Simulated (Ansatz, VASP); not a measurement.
Two plane-wave programs on Zr3SnSe

```
Zr Sn Se
1.0
     2.69991   -4.99728    0.00000
     2.69991    4.99728    0.00000
     0.00000    0.00000    5.55195
Zr Sn Se
3 1 1
Direct
  0.50000 0.50000 0.50000
  0.50000 0.00000 0.00000
  0.00000 0.50000 0.00000
  0.50000 0.50000 0.00000
  0.00000 0.00000 0.50000
```

Change from the starting cell: species swapped into the KHgF3 type (Cmmm, No. 65).

Alike in both runs: functional PBE; k mesh 4 × 4 × 4; occupations gaussian, width 0.1 eV; no spin polarisation.

Ansatz relaxed the structure, and its values are those at the end. VASP's run is a single point on that final structure, the one shown.

|  | VASP | Ansatz |
| --- | --- | --- |
| version | VASP 6.6.1 | Ansatz 0.2.0 |
| potentials or method | VASP PAW PBE potentials, release 64 (Zr_sv, Sn_d, Se), cutoff 520 eV | scalar-relativistic, plane waves, PAW |
| valence electrons in the cell | 56 | 66 |

|  | VASP | Ansatz | Ansatz less VASP |
| --- | --- | --- | --- |
| gap on the k mesh at the Fermi level (eV) | none | none | - |
| pressure (GPa) | 0.0 | 0.0 | -0.03 |

A gap of «none» marks a metal or a gap that the smearing closes. The functional is the same, so the differences come from potentials, cutoffs and numerics. VASP's potentials hold 56 valence electrons a cell and Ansatz's 66, so a difference there can come from the potentials and not from the codes.
